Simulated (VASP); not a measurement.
A run of VASP 6.6.1 is set up as follows.

The input INCAR:

```
SYSTEM = TaN
ALGO = Normal
EDIFF = 1E-7
EDIFFG = -0.005
ENCUT = 600
GGA = PE
GGA_COMPAT = .False.
IBRION = 2
ISIF = 3
ISMEAR = -1
LASPH = .True.
LCHARG = .False.
LREAL = .False.
LWAVE = .False.
NELM = 120
NELMIN = 4
NSW = 32
PREC = Accurate
PSTRESS = 690.0
SIGMA = 0.08
```

File KPOINTS:

```
k-points
0
Gamma
  15 15 15
  0 0 0
```

File POSCAR:

```
TaN
1.0
    0.0000000000      2.2330777189      2.2330777189
    2.2330777189      0.0000000000      2.2330777189
    2.2330777189      2.2330777189      0.0000000000
Ta N
1 1
Direct
    0.0000000000      0.0000000000      0.0000000000
    0.2500000000      0.2500000000      0.2500000000
```

Potentials or basis: VASP PAW PBE potentials, release 64 (Ta_pv, N).

Run with:

```sh
$ cat potpaw_PBE.64/Ta_pv/POTCAR potpaw_PBE.64/N/POTCAR > POTCAR
$ mpirun -np 1 vasp_std > vasp.out
```

Problem. Predict the relaxed volume.

Solution. 11.17 Å³/atom.

Problem. Predict the space group after relaxing (to 0.05 Å).

Solution. F-43m (No. 216).

Final structure:
```yaml
crystal:
  lattice:
    - [0.00000, 2.23542, 2.23542]
    - [2.23542, 0.00000, 2.23542]
    - [2.23542, 2.23542, 0.00000]
  atoms:
    - { symbol: Ta, position: [0.00000, 0.00000, 0.00000] }
    - { symbol: N, position: [0.25000, 0.25000, 0.25000] }
```

Caveat: the cell is relaxed towards a set pressure, so the enthalpy falls and the energy may rise.
